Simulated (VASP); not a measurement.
Write the native input for VASP 6.6.1 that does the following.

- Task: single point
- Functional: PBEsol
- Potentials or basis: VASP PAW PBE potentials, release 64 (Ti_sv, Si)
- Cutoff: 520 eV
- k mesh: 14 × 14 × 12
- Occupations: gaussian, width 0.15 eV
- Spin: no spin polarisation
- Dipole correction: no
- Further INCAR settings: ALGO = Normal; EDIFF = 1e-06; NBANDS = 29

The structure of TiSi2 lies in POSCAR:

```
TiSi2
1.0
    1.6966119070     -6.9774511242      0.0000000000
    1.6966119070      6.9774511242      0.0000000000
    0.0000000000      0.0000000000      3.4305548698
Ti Si
2 4
Direct
    0.8975108623      0.1024891377      0.7500000000
    0.1024891377      0.8975108623      0.2500000000
    0.5599809709      0.4400190291      0.7500000000
    0.4400190291      0.5599809709      0.2500000000
    0.2497198722      0.7502801278      0.7500000000
    0.7502801278      0.2497198722      0.2500000000
```

One way to write it, as run:

INCAR

```
SYSTEM = TiSi2
PREC = Accurate ; ENCUT = 520
EDIFF = 1E-6 ; ISMEAR = 0
SIGMA = 0.15 ; LREAL = .False.
LASPH = .True. ; NELM = 80
ALGO = Normal ; ISIF = 2
LWAVE = .False. ; LCHARG = .True.
GGA = PS ; LELF = .True.
LVHAR = .True. ; NBANDS = 29
```

KPOINTS

```
Automatic mesh
0
Gamma
  14 14 12
  0 0 0
```

Potentials or basis: VASP PAW PBE potentials, release 64 (Ti_sv, Si).

The run is started by

```sh
$ cat potpaw_PBE.64/Ti_sv/POTCAR potpaw_PBE.64/Si/POTCAR > POTCAR
$ mpirun -np 1 vasp_std > vasp.out
```

Results of the run:

The pressure is 7.2 GPa and the largest force is 0.604 eV/Å. The band gap on the k mesh is zero (bands 20 and 21 overlap by 0.98 eV).

Caveat: the stress differs along the axes, from -6 to 14 GPa; the PAW data sets were made with another functional, which shifts forces and pressure a little.

It took 41 min on 1 thread of Intel Xeon 8259CL (shared host), peak memory 0.85 GiB.
